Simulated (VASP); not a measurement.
Wanted: the native input for a VASP 6.6.1 run.

| Property | Result |
| --- | --- |
| Task | single point |
| Functional | PBE |
| Potentials or basis | VASP PAW PBE potentials, release 64 (Y_sv, N, Al) |
| Cutoff | 520 eV |
| k mesh | 10 × 10 × 10 |
| Occupations | fermi-dirac, width 0.02 eV |
| Spin | no spin polarisation |
| Dipole correction | no |
| Further INCAR settings | ALGO = Normal; EDIFF = 1e-06; NBANDS = 29 |

The structure of Y2AlN3 lies in POSCAR:

```
Y2AlN3
1.0
   -1.6947367493      1.6947367493      6.8831949990
    1.6947367493     -1.6947367493      6.8831949990
    1.6947367493      1.6947367493     -6.8831949990
Y N Al
2 3 1
Direct
    0.8417764287      0.8417764287      0.0000000000
    0.1582235713      0.1582235713      0.0000000000
    0.6510218132      0.6510218132      0.0000000000
    0.0000000000      0.0000000000      0.0000000000
    0.3489781868      0.3489781868      0.0000000000
    0.5000000000      0.5000000000      0.0000000000
```

The input as run:

INCAR

```
ALGO = Normal ; EDIFF = 1E-6
ENCUT = 520 ; GGA = PE
ISIF = 2 ; ISMEAR = -1
LASPH = True ; LCHARG = False
LREAL = False ; LWAVE = False
NBANDS = 29 ; NELM = 60
PREC = Accurate ; SIGMA = 0.02
```

KPOINTS

```
k-points
0
Gamma
  10 10 10
```

Potentials or basis: VASP PAW PBE potentials, release 64 (Y_sv, N, Al).

Run with:

```bash
$ cat potpaw_PBE.64/Y_sv/POTCAR potpaw_PBE.64/N/POTCAR potpaw_PBE.64/Al/POTCAR > POTCAR
$ mpirun -np 1 vasp_std > vasp.out
```

It gave:

```
Pressure               : -0.2 GPa
Band gap on the k mesh : 0.54 eV (least direct gap 0.70 eV)
```

Caveat: semilocal functionals underestimate gaps, and a narrow one can read as zero.

Wall time 6.7 min on 1 thread of AMD EPYC 9R45 96-Core Processor (Zen 5) (shared host), peak memory 0.48 GiB.
